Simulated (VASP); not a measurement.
A run of VASP 6.6.1 is set up as follows.

File INCAR:

```
PREC     = Accurate       # precision mode
ENCUT    = 400            # plane-wave cutoff, eV
EDIFF    = 1E-6           # SCF threshold, eV
ISMEAR   = -1             # smearing method
SIGMA    = 0.05           # smearing width, eV
LREAL    = Auto         
LASPH    = True           # aspherical terms in the spheres
NELM     = 120            # most SCF steps
ALGO     = Normal         # electronic algorithm
ISIF     = 2              # what is computed and relaxed
LWAVE    = False          # write WAVECAR
LCHARG   = False          # write CHGCAR
GGA      = PE             # functional
NBANDS   = 60             # bands
ISYM     = -1           
GGA_COMPAT= False
```

The input KPOINTS:

```
explicit points
1
Reciprocal
  0.25000000   0.25000000   0.25000000 1
```

POSCAR

```
TaSi3
1.0
    6.4980500000      0.1502530000      0.2007460000
    0.1502530000      6.7111390000     -0.0846960000
    0.2007460000     -0.0846960000      6.3763750000
Si Ta
12 4
Direct
    0.4151786541      0.7200535284      0.4627745701
    0.2917951622      0.2455073819      0.6735886427
    0.9004269840      0.7483913280      0.5142637685
    0.3516990230      0.1314448890      0.3098700569
    0.9369885312      0.2877355476      1.0054972222
    0.4652757044      0.3899170625      0.9557201669
    0.6812371249      1.0119082973      0.0584462108
    0.0596863673      0.9986702952      0.7656231918
    0.7954912610      0.6720735536      0.1158376433
    0.2442460395      0.8382668882      0.1270107917
    0.5677328204      0.6967595952      0.7963074094
    0.9285627786      0.3447085508      0.6045308144
    0.1344777819      0.5040360757      0.2821013448
    0.6627974325      0.3613513340      0.3102429012
    0.1547199784      0.6044065035      0.8182227984
    0.6626546883      0.0643332120      0.6738686931
```

Potentials or basis: VASP PAW PBE potentials, release 64 (Si, Ta_pv).

Run with:

```bash
$ cat potpaw_PBE.64/Si/POTCAR potpaw_PBE.64/Ta_pv/POTCAR > POTCAR
$ mpirun -np 1 vasp_std > vasp.out
```

(1) Predict the largest force.

(2) Predict the pressure.

## Answers

(1) 1.817 eV/Å.

(2) -5.8 GPa.

Caveat: the atoms stand as in a frame of molecular dynamics.
